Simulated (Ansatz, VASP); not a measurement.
**One calculation of Si, two programs**

The input INCAR:

```
PREC     = Accurate       # precision mode
ENCUT    = 520            # plane-wave cutoff, eV
EDIFF    = 1E-6           # SCF threshold, eV
ISMEAR   = 0              # smearing method
SIGMA    = 0.03           # smearing width, eV
LREAL    = False          # projectors in reciprocal space
LASPH    = True           # aspherical terms in the spheres
NELM     = 100            # most SCF steps
ALGO     = Normal         # electronic algorithm
ISIF     = 2              # what is computed and relaxed
LWAVE    = False          # write WAVECAR
LCHARG   = True           # write CHGCAR
GGA      = PS             # functional
LELF     = True           # ELF
LVHAR    = True         
NBANDS   = 26             # bands
```

File KPOINTS:

```
regular mesh
0
Gamma
  8 8 8
```

File POSCAR:

```
Si
1.0
   -3.3221878745     -3.3221878745      1.9186812122
   -3.3221878745      3.3221878745     -1.9186812122
    3.3221878745     -3.3221878745     -5.7560436367
Si
8
Direct
    0.6425391386      0.2829429105      0.2829429105
    0.6425391386      0.9106347847      0.9106347847
    0.3574608614      0.0893652153      0.0893652153
    0.3574608614      0.5893652153      0.5893652153
    0.0000000000      0.7680956460      0.4106347847
    0.0000000000      0.2680956461      0.9106347847
    0.0000000000      0.7319043540      0.0893652153
    0.0000000000      0.2319043540      0.5893652153
```

Input for Ansatz:

```yaml
crystal:
  lattice:
    - [-3.3221878745, -3.3221878745, 1.9186812122]
    - [-3.3221878745, 3.3221878745, -1.9186812122]
    - [3.3221878745, -3.3221878745, -5.7560436367]
  atoms:
    - { symbol: Si, position: [0.6425391386, 0.2829429105, 0.2829429105] }
    - { symbol: Si, position: [0.6425391386, 0.9106347847, 0.9106347847] }
    - { symbol: Si, position: [0.3574608614, 0.0893652153, 0.0893652153] }
    - { symbol: Si, position: [0.3574608614, 0.5893652153, 0.5893652153] }
    - { symbol: Si, position: [0.0, 0.768095646, 0.4106347847] }
    - { symbol: Si, position: [0.0, 0.2680956461, 0.9106347847] }
    - { symbol: Si, position: [0.0, 0.731904354, 0.0893652153] }
    - { symbol: Si, position: [0.0, 0.231904354, 0.5893652153] }
basis:
  ecutwfc: 420
kpoints:
  mp_grid: { grid: [8, 8, 8] }
hamiltonian:
  xc: pbesol
  pseudopotentials: { kind: paw, azcp: { folder: soft_1 } }
scf:
  occupations: { method: gaussian, width: 0.03 }
output:
  forces: true
  stress: true
  eigenvalues: true
  write_density: true
  write_potential: true
  elf: true
  volumetric_format: npy
```

Alike in both runs: task single point; functional PBEsol; k mesh 8 × 8 × 8; occupations gaussian, width 0.03 eV; no spin polarisation.

```csv
,VASP,Ansatz
version,VASP 6.6.1,Ansatz 0.2.0
potentials or method,"VASP PAW PBE potentials, release 64 (Si), cutoff 520 eV","scalar-relativistic, plane waves, PAW"
valence electrons in the cell,32,32
```

Ansatz gave:

- gap on the k mesh at the Fermi level (eV): none
- pressure (GPa): 11.7
- traceless stress, the component that is largest in VASP (GPa): 13.37
- rms of the force components (eV/Å): 8.007

Q: Which values does VASP return?

A: gap on the k mesh at the Fermi level (eV): none; pressure (GPa): 11.6; traceless stress, the component that is largest in VASP (GPa): 13.20; rms of the force components (eV/Å): 7.913.

VASP's potentials were made for PBE, not for PBEsol, and Ansatz warns of the same on its side. Atom by atom the forces differ by 0.094 eV/Å (rms over components). A gap of «none» marks a metal or a gap that the smearing closes.
